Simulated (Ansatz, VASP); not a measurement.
One calculation of MgB2, two programs

POSCAR

```
MgB2
1.0
    3.0850000000      0.0000000000      0.0000000000
   -1.5425000000      2.6716883707      0.0000000000
    0.0000000000      0.0000000000      3.5230000000
Mg B
1 2
Direct
    0.0000000000      0.0000000000      0.0000000000
    0.3333333333      0.6666666667      0.5000000000
    0.6666666667      0.3333333333      0.5000000000
```

The input INCAR.step1:

```
SYSTEM = MgB2
PREC = Accurate ; ENCUT = 520
ISMEAR = -1 ; SIGMA = 0.05
LREAL = .FALSE. ; LASPH = .TRUE.
NELM = 60 ; NBANDS = 11
GGA = PE ; ALGO = Normal
EDIFF = 1E-4 ; LWAVE = .TRUE.
LCHARG = .FALSE.
```

The input INCAR.step2:

```
SYSTEM = MgB2
PREC = Accurate ; ENCUT = 520
EDIFF = 1E-8 ; ISMEAR = -1
SIGMA = 0.05 ; LREAL = .FALSE.
LASPH = .TRUE. ; NELM = 60
ALGO = Normal ; ISIF = 2
LWAVE = .FALSE. ; LCHARG = .FALSE.
METAGGA = R2SCAN ; LMIXTAU = .TRUE.
LEFG = .TRUE. ; NBANDS = 11
ISTART = 1
```

Contents of KPOINTS:

```
Automatic mesh
0
G
  17 17 13
  0 0 0
```

Input for Ansatz:

```yaml
crystal:
  lattice:
    - [3.085, 0.0, 0.0]
    - [-1.5425, 2.6716883707, 0.0]
    - [0.0, 0.0, 3.523]
  atoms:
    - { symbol: Mg, position: [0.0, 0.0, 0.0] }
    - { symbol: B, position: [0.3333333333, 0.6666666667, 0.5] }
    - { symbol: B, position: [0.6666666667, 0.3333333333, 0.5] }
kpoints:
  mp_grid: { grid: [17, 17, 13] }
scf:
  occupations: { method: fermi_dirac, width: 0.05 }
hamiltonian:
  xc: r2scan
  pseudopotentials: { kind: paw }
output:
  forces: true
  stress: true
  populations: true
  efg:
    quadrupole_moments_barn: { Mg: 0.1994, B: 0.04059 }
    contact_densities: true
  write_density: true
  write_potential: true
  elf: true
  volumetric_format: npy
```

Alike in both runs: task electric field gradients; functional r2SCAN; k mesh 17 × 17 × 13; occupations fermi-dirac, width 0.05 eV; no spin polarisation.

|  | VASP | Ansatz |
| --- | --- | --- |
| version | VASP 6.6.1 | Ansatz 0.2.0 |
| potentials or method | VASP PAW PBE potentials, release 64 (Mg, B) | plane-wave PAW, scalar-relativistic |
| plane-wave cutoff (eV) | 520 | 500 |
| valence electrons in the cell | 8 | 16 |

VASP gave:

| Item | Value |
| --- | --- |
| pressure (GPa) | -2.7 |
| traceless stress, the component that is largest in VASP (GPa) | 0.93 |
| size of Vzz on the site where it differs most (V/Å²) | 0.1 |

**Question.** What did Ansatz give for the same quantities?

**Answer.** Pressure (GPa): -2.2; traceless stress, the component that is largest in VASP (GPa): 1.17; size of Vzz on the site where it differs most (V/Å²): 2.9.

VASP's potentials were made for PBE, not for r2SCAN. VASP's potentials hold 8 valence electrons a cell and Ansatz's 16, so a difference there can come from the potentials and not from the codes.
